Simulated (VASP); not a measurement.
Here is a VASP 6.6.1 calculation.

File INCAR:

```
ALGO = Normal ; EDIFF = 1E-7
ENCUT = 520 ; GGA = PE
ISIF = 2 ; ISMEAR = 0
LASPH = True ; LCHARG = True
LELF = True ; LREAL = False
LVHAR = True ; LWAVE = False
NBANDS = 63 ; NELM = 60
PREC = Accurate ; SIGMA = 0.02
```

The input KPOINTS:

```
k-points
0
Gamma
  6 6 4
```

Contents of POSCAR:

```
TiSn3O8
1.0
    3.3756637786     -3.3817048392      0.0000000000
    3.3756637786      3.3817048392      0.0000000000
    0.0000000000      0.0000000000      6.3602747042
Ti Sn O
1 3 8
Direct
    0.0000000000      0.0000000000      0.5000000000
    0.5000000000      0.5000000000      0.7452924662
    0.5000000000      0.5000000000      0.2547075338
    0.0000000000      0.0000000000      0.0000000000
    0.3061770374      0.3061770374      0.0000000000
    0.2969675160      0.2969675160      0.5000000000
    0.1896142717      0.8103857283      0.7383647090
    0.1896142717      0.8103857283      0.2616352910
    0.8103857283      0.1896142717      0.7383647090
    0.8103857283      0.1896142717      0.2616352910
    0.6938229626      0.6938229626      0.0000000000
    0.7030324840      0.7030324840      0.5000000000
```

Potentials or basis: VASP PAW PBE potentials, release 64 (Ti_sv, Sn_d, O).

Command:

```sh
$ cat potpaw_PBE.64/Ti_sv/POTCAR potpaw_PBE.64/Sn_d/POTCAR potpaw_PBE.64/O/POTCAR > POTCAR
$ mpirun -np 1 vasp_std > vasp.out
```

Task: What does it give for the pressure?

Result: 0.6 GPa.

Task: What does it give for the band gap on the k mesh?

Result: 1.73 eV, indirect (least direct gap 1.85 eV).

Forces on the atoms (eV/Å):
```
Ti   0.000  0.000  0.000
Sn   0.000  0.000  0.008
Sn   0.000  0.000 -0.008
Sn   0.000  0.000  0.000
O   -0.001  0.000  0.000
O   -0.037  0.000  0.000
O    0.000 -0.018 -0.001
O    0.000 -0.018  0.001
O    0.000  0.018 -0.001
O    0.000  0.018  0.001
O    0.001  0.000  0.000
O    0.037  0.000  0.000
```

Caveat: spin-orbit coupling is left out, which moves the levels of the heavy elements. PBE gaps usually lie below the measured ones, often by a third to a half.
